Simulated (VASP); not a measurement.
Write the native input for VASP 6.6.1 that does the following.

```
Task                   : single point
Functional             : LDA
Potentials or basis    : VASP PAW LDA potentials, release 64 (Be)
Cutoff                 : 520 eV
k mesh                 : 26 × 26 × 15
Occupations            : fermi-dirac, width 0.1 eV
Spin                   : no spin polarisation
Dipole correction      : no
Further INCAR settings : ALGO = Normal; EDIFF = 1e-07; NBANDS = 9
```

The structure of Be lies in POSCAR:

```
Be
1.0
    2.1365094803      0.0000000000      0.0000000000
   -1.0682547402      1.8502714854      0.0000000000
    0.0000000000      0.0000000000      3.3619724151
Be
2
Direct
    0.3333333333      0.6666666667      0.2500000000
    0.6666666667      0.3333333333      0.7500000000
```

The input as run:

INCAR

```
SYSTEM = Be
PREC = Accurate
ENCUT = 520
EDIFF = 1E-7
ISMEAR = -1
SIGMA = 0.1
LREAL = .FALSE.
LASPH = .TRUE.
NELM = 100
ALGO = Normal
ISIF = 2
LWAVE = .FALSE.
LCHARG = .FALSE.
NBANDS = 9
```

KPOINTS

```
regular mesh
0
G
  26 26 15
  0 0 0
```

Potentials or basis: VASP PAW LDA potentials, release 64 (Be).

The run is started by

```console
$ cat potpaw_LDA.64/Be/POTCAR > POTCAR
$ mpirun -np 1 vasp_std > vasp.out
```

It gave:

```json
{
  "Pressure": "21.4 GPa",
  "Band gap on the k mesh": "zero (bands 2 and 3 overlap by 1.86 eV)"
}
```

Caveat: the cell stands under pressure.

Wall time 30 s on 1 thread of Intel(R) Xeon(R) Platinum 8259CL CPU @ 2.50GHz (Skylake/Cascade Lake), with other jobs on the host, peak memory 0.16 GiB.
